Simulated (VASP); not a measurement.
# Si32C33 (a cell with a defect) in VASP: single point with PBEsol

Aim: the single point of Si32C33 (a cell with a defect) with PBEsol.

Program: VASP 6.6.1. These are calculated values, not measurements. Logs are shortened: lines on timing, memory, paths and dates and some standing lists are left out, and cuts for length are marked.

## (1) The cell of the first run

The cell holds a defect, 65 atoms: a = 8.714 Å, b = 8.714 Å, c = 8.714 Å, α = 90.00°, β = 90.00°, γ = 90.00°.

## (2) Single point, PBEsol

The input, INCAR:

```
PREC = Accurate ; ENCUT = 520
EDIFF = 1E-6 ; ISMEAR = -1
SIGMA = 0.05 ; LREAL = Auto
LASPH = True ; NELM = 100
ALGO = Normal ; ISIF = 2
LWAVE = False ; LCHARG = False
GGA = PS ; NELECT = 262.0
ISYM = 0 ; NBANDS = 168
```

The input, KPOINTS:

```
Automatic mesh
0
Gamma
  1 1 1
  0.25 0.25 0.25
```

The input, POSCAR:

```
Si32C33
1.0
    8.7137060000      0.0000000000      0.0000000000
    0.0000000000      8.7137060000      0.0000000000
    0.0000000000      0.0000000000      8.7137060000
Si C
32 33
Direct
    0.0002500000      0.0001610000      0.9980580000
    0.0069290000      0.0068330000      0.4973550000
    0.9989950000      0.4998430000      0.0024440000
    0.9979890000      0.5025050000      0.4997560000
    0.4999310000      0.9989000000      0.0024270000
    0.5025860000      0.9979140000      0.4997590000
    0.4989460000      0.4988450000      0.0002560000
    0.4824700000      0.4823930000      0.4964790000
    0.2490590000      0.2489700000      0.9996470000
    0.2456780000      0.2455900000      0.4998730000
    0.2475090000      0.7494470000      0.0013400000
    0.2506740000      0.7489480000      0.5010330000
    0.7495280000      0.2474320000      0.0013340000
    0.7490330000      0.2505830000      0.5010370000
    0.7494890000      0.7493910000      0.0024720000
    0.7738770000      0.7737970000      0.4796760000
    0.2511350000      0.9997920000      0.2491200000
    0.2501600000      0.9979870000      0.7496410000
    0.2483950000      0.4998560000      0.2486190000
    0.2485620000      0.4994940000      0.7512490000
    0.7515480000      0.0044540000      0.2461690000
    0.7499450000      0.9956900000      0.7471700000
    0.7493350000      0.5014380000      0.2504470000
    0.7471040000      0.5009720000      0.7532420000
    0.9998870000      0.2510440000      0.2491230000
    0.9980610000      0.2500650000      0.7496380000
    0.0045490000      0.7514680000      0.2461610000
    0.9957860000      0.7498550000      0.7471800000
    0.4999450000      0.2483020000      0.2486180000
    0.4995880000      0.2484870000      0.7512450000
    0.5015230000      0.7492500000      0.2504520000
    0.5010020000      0.7469750000      0.7532610000
    0.1250320000      0.1249450000      0.1250100000
    0.1261520000      0.1260680000      0.6261860000
    0.1257990000      0.6251740000      0.1248430000
    0.1243090000      0.6251240000      0.6253920000
    0.6252580000      0.1256980000      0.1248340000
    0.6252150000      0.1242220000      0.6253950000
    0.6245200000      0.6244410000      0.1259980000
    0.5728900000      0.5728570000      0.6537780000
    0.3739010000      0.3738100000      0.1256030000
    0.3632710000      0.3631940000      0.6269580000
    0.3748400000      0.8742060000      0.1262250000
    0.3775330000      0.8727570000      0.6251460000
    0.8742970000      0.3747470000      0.1262360000
    0.8728420000      0.3774380000      0.6251420000
    0.8769290000      0.8768460000      0.1245690000
    0.8890060000      0.8889080000      0.6204510000
    0.3754850000      0.1241370000      0.3753930000
    0.3747150000      0.1228630000      0.8764690000
    0.3747000000      0.6239980000      0.3740320000
    0.3694970000      0.6252370000      0.8813870000
    0.8764670000      0.1279600000      0.3743520000
    0.8742290000      0.1240930000      0.8744480000
    0.8822760000      0.6271530000      0.3670470000
    0.8745200000      0.6246830000      0.8801680000
    0.1242240000      0.3754020000      0.3753980000
    0.1229370000      0.3746200000      0.8764710000
    0.1280550000      0.8763760000      0.3743530000
    0.1241810000      0.8741530000      0.8744480000
    0.6240890000      0.3746160000      0.3740400000
    0.6253430000      0.3694260000      0.8813650000
    0.6272350000      0.8821850000      0.3670670000
    0.6247660000      0.8743970000      0.8801270000
    0.6852930000      0.6850540000      0.6295870000
```

Potentials or basis: VASP PAW PBE potentials, release 64 (Si, C).

Run with:

```bash
$ cat potpaw_PBE.64/Si/POTCAR potpaw_PBE.64/C/POTCAR > POTCAR
$ mpirun -np 1 vasp_std > vasp.out
```

OUTCAR:

```text
PREC = Accurate
   ENCUT = 520
   EDIFF = 1E-6
   ISMEAR = -1
   LREAL = Auto
   LASPH = True
   NELM = 100
   ISIF = 2
   GGA = PS
   NELECT = 262.0
   ISYM = 0

 ion  position               nearest neighbor table
   1  0.000  0.000  0.998-  47 1.88  60 1.88  54 1.88  33 1.89  27 3.06  21 3.06   9 3.07  11 3.07
                            13 3.07  26 3.07  18 3.07  28 3.09  22 3.09  15 3.09  17 3.09  25 3.09
   2  0.007  0.007  0.497-  48 1.81  34 1.85  59 1.89  53 1.89  16 2.88  10 2.94  17 3.03  25 3.03
                            26 3.05  18 3.05  12 3.09  14 3.09  27 3.12  21 3.12  22 3.12  28 3.12
   3  0.999  0.500  0.002-  56 1.87  45 1.88  35 1.88  58 1.89  27 3.05  25 3.05  19 3.05  23 3.07
                            11 3.07  15 3.07  20 3.09   9 3.09  24 3.09  13 3.09  26 3.10  28 3.11
   4  0.998  0.503  0.500-  55 1.88  36 1.88  46 1.89  57 1.90  28 3.05  23 3.07  16 3.07  12 3.08
                            14 3.09  19 3.09  20 3.09  25 3.09  26 3.10  27 3.10  24 3.11  10 3.11
   5  0.500  0.999  0.002-  64 1.87  43 1.88  37 1.88  50 1.89  21 3.05  17 3.05  29 3.05  31 3.07
                            13 3.07  15 3.08  30 3.09   9 3.09  32 3.09  11 3.09  18 3.10  22 3.11
   6  0.503  0.998  0.500-  63 1.88  38 1.88  44 1.89  49 1.90  22 3.05  31 3.07  16 3.07  14 3.08
                            12 3.09  29 3.09  30 3.09  17 3.09  18 3.10  21 3.10  32 3.11  10 3.11
   7  0.499  0.499  0.000-  62 1.89  52 1.89  41 1.89  39 1.90  32 3.05  24 3.05  29 3.07  19 3.07
                            30 3.08  20 3.08   9 3.08  23 3.08  31 3.08  15 3.09  13 3.09  11 3.09
   8  0.482  0.482  0.496-  40 1.77  42 1.86  51 1.88  61 1.88  10 2.92  19 2.97  29 2.97  30 3.02
                            20 3.02  12 3.08  14 3.08
   9  0.249  0.249  1.000-  33 1.88  50 1.89  58 1.89  41 1.89   1 3.07  25 3.07  17 3.07  20 3.07
                            30 3.07   7 3.08  29 3.08  19 3.08   3 3.09   5 3.09  18 3.09  26 3.09
  10  0.246  0.246  0.500-  42 1.82  34 1.84  49 1.89  57 1.89   8 2.92   2 2.94  25 3.06  17 3.06
                            18 3.06  26 3.06   6 3.11   4 3.11  20 3.11  30 3.11  19 3.11  29 3.11
  11  0.248  0.749  0.001-  52 1.84  35 1.86  60 1.89  43 1.90  27 3.01  19 3.06   1 3.07   3 3.07
                            17 3.07  20 3.08  18 3.08  32 3.09   5 3.09   7 3.09  31 3.10  28 3.12
  12  0.251  0.749  0.501-  36 1.88  44 1.89  51 1.89  59 1.90  18 3.07   4 3.08   8 3.08  20 3.08
                             6 3.09  27 3.09  28 3.09  31 3.09  19 3.09   2 3.09  32 3.10  17 3.10
  13  0.750  0.247  0.001-  62 1.84  37 1.86  54 1.89  45 1.90  21 3.01  29 3.06   1 3.07   5 3.07
                            25 3.07  30 3.08  26 3.08  24 3.09   3 3.09   7 3.09  23 3.10  22 3.12
  14  0.749  0.251  0.501-  38 1.88  46 1.89  61 1.89  53 1.90  26 3.07   6 3.08   8 3.08  30 3.08
                             4 3.09  21 3.09  22 3.09  23 3.09  29 3.09   2 3.09  24 3.10  25 3.10
  15  0.749  0.749  0.002-  56 1.87  64 1.87  39 1.88  47 1.90  23 3.06  31 3.06  24 3.07  32 3.07
                            27 3.07  21 3.07   3 3.07   5 3.08   7 3.09   1 3.09  28 3.09  22 3.09
  16  0.774  0.774  0.480-  65 1.70  63 1.87  55 1.87  48 1.88  21 2.87  27 2.87   2 2.88  22 3.04
                            28 3.04   4 3.07   6 3.07  31 3.11  23 3.11
  17  0.251  1.000  0.249-  59 1.87  43 1.87  49 1.89  33 1.89   2 3.03  27 3.05   5 3.05  10 3.06
                            29 3.06  11 3.07   9 3.07  31 3.09   1 3.09   6 3.09  25 3.10  12 3.10
  18  0.250  0.998  0.750-  60 1.88  34 1.89  50 1.89  44 1.90   2 3.05  10 3.06  12 3.07   1 3.07
                            30 3.08  11 3.08   9 3.09  32 3.09   6 3.10  28 3.10   5 3.10  26 3.11
  19  0.248  0.500  0.249-  35 1.87  41 1.88  57 1.89  51 1.89   8 2.97  27 3.05   3 3.05  11 3.06
                            25 3.06   7 3.07   9 3.08  12 3.09   4 3.09  31 3.10  29 3.10  10 3.11
  20  0.249  0.499  0.751-  58 1.89  36 1.89  42 1.89  52 1.90   8 3.02   9 3.07   7 3.08  12 3.08
                            26 3.08  32 3.08  11 3.08   3 3.09  30 3.09   4 3.09  28 3.10  10 3.11
  21  0.752  0.004  0.246-  63 1.85  37 1.86  47 1.88  53 1.89  16 2.87  13 3.01  25 3.05   5 3.05
                            29 3.05   1 3.06  15 3.07  14 3.09   6 3.10  31 3.11  27 3.12   2 3.12
  22  0.750  0.996  0.747-  48 1.89  38 1.89  64 1.91  54 1.91  28 3.03  16 3.04   6 3.05  32 3.07
                            14 3.09   1 3.09  15 3.09  26 3.10  30 3.10   5 3.11  13 3.12   2 3.12
  23  0.749  0.501  0.250-  39 1.87  61 1.89  55 1.89  45 1.89  31 3.05  15 3.06   3 3.07   4 3.07
                             7 3.08  25 3.09  14 3.09  29 3.10  13 3.10  16 3.11  27 3.11
  24  0.747  0.501  0.753-  40 1.86  46 1.90  56 1.90  62 1.92  65 2.01  32 3.03   7 3.05  28 3.07
                            15 3.07  30 3.08   3 3.09  13 3.09  26 3.09  14 3.10   4 3.11
  25  1.000  0.251  0.249-  53 1.87  45 1.87  57 1.89  33 1.89   2 3.03  21 3.05   3 3.05  10 3.06
[... 46 lines left out ...]
  64  0.625  0.874  0.880-   5 1.87  15 1.87  32 1.90  22 1.91
  65  0.685  0.685  0.630-  40 1.40  16 1.70  24 2.01  32 2.01

IMPORTANT INFORMATION: All symmetrisations will be switched off!
NOSYMM: (Re-)initialisation of all symmetry stuff for point group C_1.

----------------------------------------------------------------------------------------

                                     Primitive cell

  volume of cell :     661.6201

  direct lattice vectors                    reciprocal lattice vectors
     8.713706000  0.000000000  0.000000000     0.114761733  0.000000000  0.000000000
     0.000000000  8.713706000  0.000000000     0.000000000  0.114761733  0.000000000
[... 184 lines left out ...]
   ISPIN  =      1    spin polarized calculation?
   LNONCOLLINEAR =      F non collinear calculations
   LSORBIT =      F    spin-orbit coupling
   LASPH  =      T    aspherical Exc in radial PAW
   ENCUT  =  520.0 eV  38.22 Ry    6.18 a.u.  16.20 16.20 16.20*2*pi/ulx,y,z
   NELM   =    100;   NELMIN=  2; NELMDL= -5     # of ELM steps
   EDIFF  = 0.1E-05   stopping-criterion for ELM
   LREAL  =      T    real-space projection
   EDIFFG = 0.1E-04   stopping-criterion for IOM
   NSW    =      0    number of steps for IOM
   IBRION =     -1    ionic relax: 0-MD 1-quasi-New 2-CG
   NFREE  =      0    steps in history (QN), initial steepest desc. (CG)
   ISIF   =      2    stress and relaxation
   ISYM   =      0    0-nonsym 1-usesym 2-fastsym
   POTIM  = 0.5000    time-step for ionic-motion
   TEBEG  =    0.0;   TEEND  =   0.0 temperature during run
   PSTRESS=    0.0 pullay stress
   NELECT =     262.0000    total number of electrons
   NUPDOWN=      -1.0000    fix difference up-down
   EMIN   =  10.00;   EMAX   =-10.00  energy-range for DOS
   EFERMI =   0.00;   METHOD = LEGACY
   ISMEAR =    -1;   SIGMA  =   0.05  broadening in eV -4-tet -1-fermi 0-gaus
   EFERMI_NEDOS =   21; number of points for ismear=-14 and -15
   IALGO  =     38    algorithm
   IMIX   =      4    mixing-type and parameters
     AMIX     =   0.40;   BMIX     =  1.00
     AMIX_MAG =   1.60;   BMIX_MAG =  1.00
  volume/ion in A,a.u.               =      10.18        68.69
  Fermi-wavevector in a.u.,A,eV,Ry     =   1.202188  2.271806 19.663899  1.445256
  Thomas-Fermi vector in A             =   2.337976
   LORBIT       =      0    0 simple, 1 ext, 2 COOP (PROOUT), +10 PAW based schemes
   GGA     = PS    functional components
   LHFCALC =     F    Hartree Fock is set to
   AEXX    =    0.0000 exact exchange contribution
   IVDW    =     0    specifies the selected vdW correction
   LEPSILON=     F    determine dielectric tensor
   LRPA    =     F    only Hartree local field effects (RPA)
 non-spin polarized calculation
  energy-cutoff  :      520.00
  volume of cell :      661.62
 maximum number of plane-waves:     17779
 NGX is ok and might be reduce to    70
   NGX = 33   NGY = 33   NGZ = 33

 number of electron     261.9999978 magnetization

 Free energy of the ion-electron system (eV)
  ---------------------------------------------------
  ext. energy  EPLUGINS =         0.00000000
  ---------------------------------------------------
  free energy    TOTEN  =      -492.55360984 eV

  energy without entropy =     -492.52550993  energy(sigma->0) =     -492.53955989

 E-fermi :  10.0320     XC(G=0): -11.6009

 val. band max:        9.8899284705   @ k =  -0.2500   0.2500   0.2500
 cond. band min:      10.1874435123   @ k =  -0.2500   0.2500   0.2500
 fundamental gap:      0.2975150418
 Fermi energy:        10.0319677952

 k-point     1 :       0.2500    0.2500    0.2500
  band No.  band energies     occupation
      1      -7.4435      2.00000
      2      -6.8493      2.00000
      3      -6.3089      2.00000
      4      -6.2647      2.00000
      5      -5.9186      2.00000
      6      -5.5344      2.00000
[... 573 lines left out ...]
    142      12.3436      0.00000
    143      12.4003      0.00000
 [bands above 143 left out]

------------------------ aborting loop because EDIFF is reached ----------------------------------------

  FORCE on cell =-STRESS in cart. coord.  units (eV):
  Direction    XX          YY          ZZ          XY          YZ          ZX
  --------------------------------------------------------------------------------------
  -------------------------------------------------------------------------------------
  Total       37.1344810     37.1203926     44.2409797     12.9397590     -6.4184052     -6.4177627
  in kB       89.9247487     89.8906323    107.1338247     31.3348818    -15.5427910    -15.5412350
  external PRESSURE =      95.6497352 kB  Pullay stress =       0.0000000 kB

 VOLUME and BASIS-vectors are now :
 -----------------------------------------------------------------------------
  energy-cutoff  :      520.00
  volume of cell :      661.62
      direct lattice vectors                 reciprocal lattice vectors
     8.713706000  0.000000000  0.000000000     0.114761733  0.000000000  0.000000000
     0.000000000  8.713706000  0.000000000     0.000000000  0.114761733  0.000000000
     0.000000000  0.000000000  8.713706000     0.000000000  0.000000000  0.114761733

 POSITION                                       TOTAL-FORCE (eV/Angst)
 -----------------------------------------------------------------------------------
      0.00218      0.00140      8.69678         0.033151      0.035416      0.058370
      0.06038      0.05954      4.33381         0.080797      0.081562      0.064674
      8.70495      4.35548      0.02130         0.031999      0.090224      0.030482
      8.69618      4.37868      4.35473         0.055238     -0.040282      0.101381
      4.35625      8.70412      0.02115         0.090994      0.030888      0.029979
      4.37939      8.69553      4.35475        -0.039120      0.054054      0.102247
[... 57 lines left out ...]
      5.44403      7.61924      7.66917         0.005831      0.016667      0.005193
      5.97144      5.96936      5.48604         0.370561      0.373769      0.111236
 -----------------------------------------------------------------------------------
    total drift:                               -0.011537     -0.018041     -0.015320

  FREE ENERGIE OF THE ION-ELECTRON SYSTEM (eV)
  ---------------------------------------------------
  free  energy   TOTEN  =      -492.5536098448 eV

  energy  without entropy=     -492.5255099332  energy(sigma->0) =     -492.53955989
```

Run time: 17 min. Hardware: 1 thread of AMD EPYC 7R13 (Zen 3), shared host; peak memory 0.8 GiB.

What came out:

```yaml
Free_energy: -492.5536 eV
Largest_force: 0.538 eV/Å
```

Forces on the atoms (eV/Å):
```
Si   0.033  0.035  0.058
Si   0.081  0.082  0.065
Si   0.032  0.090  0.030
Si   0.055 -0.040  0.101
Si   0.091  0.031  0.030
Si  -0.039  0.054  0.102
Si  -0.002  0.000  0.072
Si  -0.060 -0.060 -0.072
Si   0.098  0.098  0.041
Si   0.122  0.124 -0.033
Si   0.132  0.137  0.094
Si   0.128  0.031  0.055
Si   0.138  0.130  0.095
Si   0.032  0.128  0.055
Si   0.135  0.137  0.069
Si   0.006  0.004  0.045
Si   0.100  0.053  0.022
Si   0.095  0.033  0.022
Si   0.173 -0.002  0.073
Si   0.113 -0.005  0.000
Si   0.073  0.053 -0.041
Si   0.073  0.026  0.078
Si   0.076 -0.018 -0.011
Si  -0.060 -0.061  0.000
Si   0.052  0.100  0.022
Si   0.033  0.096  0.023
Si   0.052  0.072 -0.040
Si   0.026  0.073  0.077
Si  -0.002  0.174  0.073
Si  -0.005  0.114  0.000
Si  -0.018  0.075 -0.012
Si  -0.059 -0.058  0.000
C   -0.051 -0.054 -0.031
C   -0.088 -0.090 -0.022
C   -0.091 -0.084 -0.013
C   -0.058 -0.044 -0.044
C   -0.083 -0.089 -0.012
C   -0.048 -0.057 -0.046
C   -0.041 -0.044 -0.021
C   -0.326 -0.329 -0.177
C   -0.061 -0.062 -0.035
C    0.016  0.014  0.028
C   -0.096 -0.080 -0.060
C   -0.056 -0.034 -0.064
C   -0.082 -0.096 -0.060
C   -0.034 -0.056 -0.063
C   -0.063 -0.064 -0.040
C   -0.116 -0.114  0.100
C   -0.052 -0.065 -0.071
C   -0.045 -0.047 -0.039
C   -0.113 -0.053 -0.057
C    0.016  0.008 -0.026
C   -0.098 -0.076 -0.048
C   -0.065 -0.027 -0.020
C   -0.133 -0.068 -0.067
C    0.016  0.006  0.004
C   -0.063 -0.053 -0.071
C   -0.045 -0.046 -0.039
C   -0.075 -0.098 -0.049
C   -0.025 -0.066 -0.020
C   -0.055 -0.113 -0.057
C    0.007  0.018 -0.025
C   -0.070 -0.134 -0.068
C    0.006  0.017  0.005
C    0.371  0.374  0.111
```

Levels at points of the mesh, in eV from the Fermi level:
| k point | band 128 | band 129 | band 130 | band 131 | band 132 | band 133 | band 134 | band 135 |
| --- | --- | --- | --- | --- | --- | --- | --- | --- |
| (0.25, 0.25, 0.25) | -2.21 | -1.88 | -0.67 | -0.32 | 0.19 | 0.42 | 0.81 | 1.47 |

Caveat: the cell carries a net charge on a neutralising background, which shifts energy and pressure; the cell is charged against a uniform background, so pressure and absolute levels hang on convention; the PAW data sets were made with another functional, which shifts forces and pressure a little.
